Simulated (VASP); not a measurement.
# ZnO (Fm-3m) in VASP: notebook

ZnO is run at these levels: PBE; tasks: single point, relaxation of cell and atoms.

Everything below comes from runs of VASP 6.6.1. Logs are shortened: lines on timing, memory, paths and dates and some standing lists are left out, and cuts for length are marked.

## (1) The cell of the first run

The structure is cubic, space group Fm-3m (No. 225). The conventional cell has a = 4.330 Å, b = 4.330 Å, c = 4.330 Å, α = 90.00°, β = 90.00°, γ = 90.00°. Zn (site symmetry m-3m) has 6 O at 2.16 Å within 2.9 Å. O (site symmetry m-3m) has 6 Zn at 2.16 Å within 2.9 Å.

## (2) Single point, PBE

INCAR reads:

```
PREC = Accurate
ENCUT = 520
EDIFF = 1E-6
ISMEAR = 0
SIGMA = 0.1
LREAL = False
LASPH = True
NELM = 60
ALGO = Normal
ISIF = 2
LWAVE = False
LCHARG = False
GGA = PE
NBANDS = 26
```

KPOINTS reads:

```
regular mesh
0
Gamma
  6 6 6
```

POSCAR reads:

```
ZnO
1.0
    0.0000000000     -2.1648821421     -2.1648821421
   -2.1648821421      0.0000000000     -2.1648821421
    2.1648821421      2.1648821421     -4.3297642842
Zn O
2 2
Direct
    0.2500000000      0.2500000000      0.2500000000
    0.7500000000      0.7500000000      0.7500000000
    1.0000000000      1.0000000000      0.0000000000
    0.5000000000      0.5000000000      0.5000000000
```

Potentials or basis: VASP PAW PBE potentials, release 64 (Zn, O).

Command:

```bash
cat potpaw_PBE.64/Zn/POTCAR potpaw_PBE.64/O/POTCAR > POTCAR
mpirun -np 1 vasp_std > vasp.out
```

OUTCAR:

```text
PREC = Accurate
   ENCUT = 520
   EDIFF = 1E-6
   ISMEAR = 0
   LREAL = False
   LASPH = True
   NELM = 60
   ISIF = 2
   GGA = PE

 ion  position               nearest neighbor table
   1  0.250  0.250  0.250-   3 2.16   3 2.16   3 2.16   4 2.16   4 2.16   4 2.16
   2  0.750  0.750  0.750-   4 2.16   4 2.16   3 2.16   4 2.16   3 2.16   3 2.16
   3  0.000  0.000  0.000-   2 2.16   2 2.16   1 2.16   2 2.16   1 2.16   1 2.16
   4  0.500  0.500  0.500-   1 2.16   1 2.16   1 2.16   2 2.16   2 2.16   2 2.16

  LATTYP: Found a trigonal (rhomboedric) cell.
 ALAT       =     5.3028566014
 COS(alpha) =     0.8333333333

  Lattice vectors:

 A1 = (   2.1648821421,   4.3297642842,  -2.1648821421)
 A2 = (   4.3297642842,   2.1648821421,  -2.1648821421)
 A3 = (   2.1648821421,   2.1648821421,  -4.3297642842)

Analysis of symmetry for initial positions (statically):
=====================================================================
 Subroutine PRICEL returns following result:

  LATTYP: Found a face centered cubic cell.
 ALAT       =     4.3297642842

  Lattice vectors:

 A1 = (   0.0000000000,  -2.1648821421,   2.1648821421)
 A2 = (   2.1648821421,  -2.1648821421,   0.0000000000)
 A3 = (   2.1648821421,   0.0000000000,   2.1648821421)

   2 primitive cells build up your supercell.

 Routine SETGRP: Setting up the symmetry group for a
 trigonal (rhombohedral) supercell.

 Subroutine GETGRP returns: Found 12 space group operations
 (whereof 12 operations were pure point group operations)
 out of a pool of 12 trial point group operations.

The static configuration has the point symmetry D_3d.

Analysis of symmetry for dynamics (positions and initial velocities):
=====================================================================
 Subroutine PRICEL returns following result:

  LATTYP: Found a face centered cubic cell.
 ALAT       =     4.3297642842

  Lattice vectors:

 A1 = (   0.0000000000,  -2.1648821421,   2.1648821421)
 A2 = (   2.1648821421,  -2.1648821421,   0.0000000000)
 A3 = (   2.1648821421,   0.0000000000,   2.1648821421)

   2 primitive cells build up your supercell.

 Routine SETGRP: Setting up the symmetry group for a
 trigonal (rhombohedral) supercell.

 Subroutine GETGRP returns: Found 12 space group operations
 (whereof 12 operations were pure point group operations)
 out of a pool of 12 trial point group operations.

The dynamic configuration has the point symmetry D_3d.

 Subroutine INISYM returns: Found 12 space group operations
 (whereof 12 operations are pure point group operations),
 and found     2 'primitive' translations

----------------------------------------------------------------------------------------

                                     Primitive cell

  volume of cell :      20.2924

  direct lattice vectors                    reciprocal lattice vectors
     0.000000000 -2.164882142  2.164882142    -0.230959455 -0.230959455  0.230959455
     2.164882142 -2.164882142  0.000000000     0.230959455 -0.230959455 -0.230959455
     2.164882142  0.000000000  2.164882142     0.230959455  0.230959455  0.230959455

  length of vectors
     3.061605686  3.061605686  3.061605686     0.400033511  0.400033511  0.400033511

  position of ions in fractional coordinates (direct lattice)
     0.500000000  0.500000000  0.500000000
     0.000000000  0.000000000  0.000000000

  ion indices of the primitive-cell ions
   primitive index   ion index
                 1           1
                 2           3

----------------------------------------------------------------------------------------

 KPOINTS: regular mesh

Automatic generation of k-mesh.
 Grid dimensions read from file:
 generate k-points for:    6    6    6

 Generating k-lattice:

  Cartesian coordinates                     Fractional coordinates (reciprocal lattice)
     0.019246621 -0.057739864 -0.019246621     0.166666667  0.000000000  0.000000000
    -0.057739864  0.019246621 -0.019246621     0.000000000  0.166666667  0.000000000
     0.019246621  0.019246621 -0.019246621     0.000000000  0.000000000  0.166666667

  Length of vectors
     0.063833821  0.063833821  0.033336126

  Shift w.r.t. Gamma in fractional coordinates (k-lattice)
     0.000000000  0.000000000  0.000000000

 Subroutine IBZKPT returns following result:
 ===========================================

 Found     32 irreducible k-points:

 Following reciprocal coordinates:
            Coordinates               Weight
  0.000000  0.000000  0.000000      1.000000
  0.166667  0.000000  0.000000      6.000000
  0.333333  0.000000 -0.000000      6.000000
  0.500000  0.000000  0.000000      3.000000
  0.166667  0.166667 -0.000000      6.000000
  0.333333  0.166667  0.000000     12.000000
[... 16 lines left out ...]
 -0.166667  0.500000  0.166667     12.000000
 -0.333333 -0.333333  0.166667      6.000000
 [... further k-points ...]
   k-points           NKPTS =     32   k-points in BZ     NKDIM =     32   number of bands    NBANDS=     26
   number of dos      NEDOS =    301   number of ions     NIONS =      4
   total plane-waves  NPLWV =  23040
   dimension x,y,z NGX =    24 NGY =   24 NGZ =   40
   dimension x,y,z NGXF=    48 NGYF=   48 NGZF=   80
   ions per type =               2   2
   NGX,Y,Z   is equivalent  to a cutoff of  13.03, 13.03, 12.54 a.u.
   NGXF,Y,Z  is equivalent  to a cutoff of  26.06, 26.06, 25.08 a.u.
 SYSTEM =  unknown system
   PREC   = accura    normal or accurate (medium, high low for compatibility)
   ISTART =      0    job   : 0-new  1-cont  2-samecut
   ICHARG =      2    charge: 1-file 2-atom 10-const
   ISPIN  =      1    spin polarized calculation?
   LNONCOLLINEAR =      F non collinear calculations
   LSORBIT =      F    spin-orbit coupling
   LASPH  =      T    aspherical Exc in radial PAW
   ENCUT  =  520.0 eV  38.22 Ry    6.18 a.u.   5.69  5.69  9.86*2*pi/ulx,y,z
   NELM   =     60;   NELMIN=  2; NELMDL= -5     # of ELM steps
   EDIFF  = 0.1E-05   stopping-criterion for ELM
   LREAL  =      F    real-space projection
   EDIFFG = 0.1E-04   stopping-criterion for IOM
   NSW    =      0    number of steps for IOM
   IBRION =     -1    ionic relax: 0-MD 1-quasi-New 2-CG
   NFREE  =      0    steps in history (QN), initial steepest desc. (CG)
   ISIF   =      2    stress and relaxation
   ISYM   =      2    0-nonsym 1-usesym 2-fastsym
   POTIM  = 0.5000    time-step for ionic-motion
   TEBEG  =    0.0;   TEEND  =   0.0 temperature during run
   PSTRESS=    0.0 pullay stress
   NELECT =      36.0000    total number of electrons
   NUPDOWN=      -1.0000    fix difference up-down
   EMIN   =  10.00;   EMAX   =-10.00  energy-range for DOS
   EFERMI =   0.00;   METHOD = LEGACY
   ISMEAR =     0;   SIGMA  =   0.10  broadening in eV -4-tet -1-fermi 0-gaus
   EFERMI_NEDOS =   21; number of points for ismear=-14 and -15
   IALGO  =     38    algorithm
   IMIX   =      4    mixing-type and parameters
     AMIX     =   0.40;   BMIX     =  1.00
     AMIX_MAG =   1.60;   BMIX_MAG =  1.00
  volume/ion in A,a.u.               =      10.15        68.47
  Fermi-wavevector in a.u.,A,eV,Ry     =   1.572974  2.972489 33.664156  2.474246
  Thomas-Fermi vector in A             =   2.674328
   LORBIT       =      0    0 simple, 1 ext, 2 COOP (PROOUT), +10 PAW based schemes
   GGA     = PE    functional components
   LHFCALC =     F    Hartree Fock is set to
   AEXX    =    0.0000 exact exchange contribution
   IVDW    =     0    specifies the selected vdW correction
   LEPSILON=     F    determine dielectric tensor
   LRPA    =     F    only Hartree local field effects (RPA)
 non-spin polarized calculation
 Gauss-broadening in eV      SIGMA  =   0.10
  energy-cutoff  :      520.00
  volume of cell :       40.58
 maximum number of plane-waves:      1107
   NGX = 11   NGY = 11   NGZ = 19

 number of electron      36.0000028 magnetization

 Free energy of the ion-electron system (eV)
  ---------------------------------------------------
  ext. energy  EPLUGINS =         0.00000000
  ---------------------------------------------------
  free energy    TOTEN  =       -17.26154219 eV

  energy without entropy =      -17.26154219  energy(sigma->0) =      -17.26154219

 E-fermi :   2.7566     XC(G=0): -12.0980

 val. band max:        2.3824333917   @ k =   0.0000   0.0000   0.0000
 cond. band min:       3.1028617026   @ k =   0.0000   0.0000   0.0000
 fundamental gap:      0.7204283109
 Fermi energy:         2.7566340233

 k-point     1 :       0.0000    0.0000    0.0000
  band No.  band energies     occupation
      1     -15.8988      2.00000
      2     -14.6319      2.00000
      3      -4.7083      2.00000
      4      -3.2752      2.00000
      5      -3.2752      2.00000
      6      -2.4212      2.00000
[... 18 lines left out ...]
     25      20.1554      0.00000
     26      20.1554      0.00000

 k-point     2 :       0.1667    0.0000    0.0000
  band No.  band energies     occupation
      1     -15.6450      2.00000
      2     -14.5779      2.00000
      3      -4.2993      2.00000
      4      -3.1757      2.00000
      5      -3.1729      2.00000
      6      -2.7251      2.00000
[... 18 lines left out ...]
     25      17.6533      0.00000
     26      18.2324      0.00000

 k-point     3 :       0.3333    0.0000   -0.0000
  band No.  band energies     occupation
      1     -15.0589      2.00000
      2     -14.4837      2.00000
      3      -3.6574      2.00000
      4      -3.5997      2.00000
      5      -3.0447      2.00000
      6      -2.9734      2.00000
[... 18 lines left out ...]
     25      16.1722      0.00000
     26      16.8192      0.00000

 k-point     4 :       0.5000    0.0000    0.0000
  band No.  band energies     occupation
      1     -14.5824      2.00000
      2     -14.5824      2.00000
      3      -3.7475      2.00000
      4      -3.7475      2.00000
      5      -3.0947      2.00000
      6      -3.0947      2.00000
[... 18 lines left out ...]
     25      16.3396      0.00000
     26      16.3396      0.00000
[... 496 lines left out ...]
      1     -14.6087      2.00000
      2     -14.5526      2.00000
      3      -4.2221      2.00000
      4      -3.3356      2.00000
      5      -3.2081      2.00000
      6      -3.0721      2.00000
[... 18 lines left out ...]
     25      15.7039      0.00000
     26      16.9172      0.00000

 k-point    23 :      -0.1667    0.5000    0.1667
  band No.  band energies     occupation
      1     -14.6232      2.00000
      2     -14.5406      2.00000
      3      -4.0086      2.00000
      4      -3.5506      2.00000
      5      -3.1589      2.00000
      6      -3.0419      2.00000
[... 18 lines left out ...]
     25      15.6679      0.00000
     26      16.3591      0.00000

 k-point    24 :      -0.3333   -0.3333    0.1667
  band No.  band energies     occupation
      1     -14.8657      2.00000
      2     -14.6871      2.00000
      3      -4.1018      2.00000
      4      -3.4721      2.00000
      5      -3.1603      2.00000
      6      -3.0496      2.00000
[... 18 lines left out ...]
     25      15.6821      0.00000
     26      17.2020      0.00000

 [... further k-points ...]
[... 5 lines left out ...]
  --------------------------------------------------------------------------------------
  -------------------------------------------------------------------------------------
  Total        0.2011468      0.2011468      0.2011468     -0.0040639      0.0040639      0.0040639
  in kB        7.9407411      7.9407411      7.9407411     -0.1604323      0.1604323      0.1604323
  external PRESSURE =       7.9407411 kB  Pullay stress =       0.0000000 kB

 VOLUME and BASIS-vectors are now :
 -----------------------------------------------------------------------------
  energy-cutoff  :      520.00
  volume of cell :       40.58
      direct lattice vectors                 reciprocal lattice vectors
     0.000000000 -2.164882142 -2.164882142     0.115479728 -0.346439183 -0.115479728
    -2.164882142  0.000000000 -2.164882142    -0.346439183  0.115479728 -0.115479728
     2.164882142  2.164882142 -4.329764284     0.115479728  0.115479728 -0.115479728

 POSITION                                       TOTAL-FORCE (eV/Angst)
 -----------------------------------------------------------------------------------
      0.00000      0.00000     -2.16488        -0.000000      0.000000      0.000000
      0.00000      0.00000     -6.49465        -0.000000     -0.000000      0.000000
      0.00000      0.00000      0.00000         0.000000     -0.000000      0.000000
      0.00000      0.00000     -4.32976         0.000000     -0.000000     -0.000000
 -----------------------------------------------------------------------------------
    total drift:                               -0.000000     -0.000000      0.000000

  FREE ENERGIE OF THE ION-ELECTRON SYSTEM (eV)
  ---------------------------------------------------
  free  energy   TOTEN  =       -17.2615421885 eV

  energy  without entropy=      -17.2615421851  energy(sigma->0) =      -17.26154219
```

Run time: 17 s. Hardware: 1 thread of AMD EPYC 9R45 (Zen 5), shared host; peak memory 0.14 GiB.

What came out:

```
Free energy            : -17.2615 eV
Pressure               : 0.8 GPa
Band gap on the k mesh : 0.72 eV
```

Levels at points of the mesh, in eV from the valence-band top:
```
           k point  band 14  band 15  band 16  band 17  band 18  band 19  band 20  band 21  band 22  band 23
(0.00, 0.00, 0.00)    -1.24    -1.24    -1.24     0.00     0.00     0.72     5.38     8.78    12.63    12.63
(0.50, 0.00, 0.00)    -3.62    -1.86    -1.86    -1.19    -1.19     6.19     6.19     8.89     8.89    10.96
(0.50, 0.50, 0.00)    -3.58    -2.61    -2.61     0.00     0.00     4.06     5.38     8.78    10.46    11.20
(0.00, 0.00, 0.50)    -3.43    -0.57    -0.57    -0.57    -0.57     3.81     3.81    11.22    11.22    14.60
```

## (3) Relaxation of cell and atoms, PBE

This run uses another cell than the first one: it holds 2 atoms, not 4.

INCAR reads:

```
PREC = Accurate
ENCUT = 600
EDIFF = 1E-6
ISMEAR = 0
SIGMA = 0.02
LREAL = False
LASPH = True
NELM = 100
ALGO = Normal
ISIF = 3
LWAVE = False
LCHARG = False
GGA = PE
IBRION = 2
NSW = 100
EDIFFG = -0.01
```

KPOINTS reads:

```
Automatic mesh
0
Gamma
  12 12 12
```

POSCAR reads:

```
ZnO
1.0
    0.0000000000      2.1647222426      2.1647222426
    2.1647222426      0.0000000000      2.1647222426
    2.1647222426      2.1647222426      0.0000000000
Zn O
1 1
Direct
    0.5000000000      0.5000000000      0.5000000000
    0.0000000000      0.0000000000      0.0000000000
```

Potentials or basis: VASP PAW PBE potentials, release 64 (Zn, O).

Command:

```bash
cat potpaw_PBE.64/Zn/POTCAR potpaw_PBE.64/O/POTCAR > POTCAR
mpirun -np 1 vasp_std > vasp.out
```

It took 20 s on 1 thread of AMD EPYC 9R45 (Zen 5), shared host; peak memory 0.13 GiB.

Results (log left out):

* Free energy: -8.6342 eV
* Relaxed volume: 10.19 Å³/atom
* Relaxed cell: a = 3.066 Å, b = 3.066 Å, c = 3.066 Å, α = 60.00°, β = 60.00°, γ = 60.00°
* Space group after relaxing (to 0.05 Å): Fm-3m (No. 225)
* Energy gained by relaxing: 0.1 meV/atom
* Ionic steps: 3
* Pressure after relaxing: 0.0 GPa
* Band gap on the k mesh: 0.70 eV, indirect (least direct gap 1.93 eV)

The path:
```
step  energy change (eV)  largest force (eV/Å)  pressure (GPa)  volume (Å³)
   1              0.0000                0.0000            0.75        20.29
   2             -0.0002                0.0000           -0.36        20.43
   3             -0.0002                0.0000            0.02        20.38
```

Final structure:
```
Zn O
1.0
     0.00000    2.16814    2.16814
     2.16814    0.00000    2.16814
     2.16814    2.16814    0.00000
Zn O
1 1
Direct
  0.50000 0.50000 0.50000
  0.00000 0.00000 0.00000
```

Levels at points of the mesh, in eV from the valence-band top:
```
           k point  band 6  band 7  band 8  band 9  band 10  band 11  band 12  band 13
(0.00, 0.00, 0.00)   -4.60   -1.22   -1.22   -1.22     0.70    17.75    17.75    17.75
(0.50, 0.00, 0.00)   -4.41   -3.58    0.00    0.00     5.38     8.74    12.61    12.61
(0.50, 0.50, 0.00)   -4.30   -4.03   -2.59   -2.59     4.04    10.43    11.20    15.01
```

A k mesh can miss the band edges.
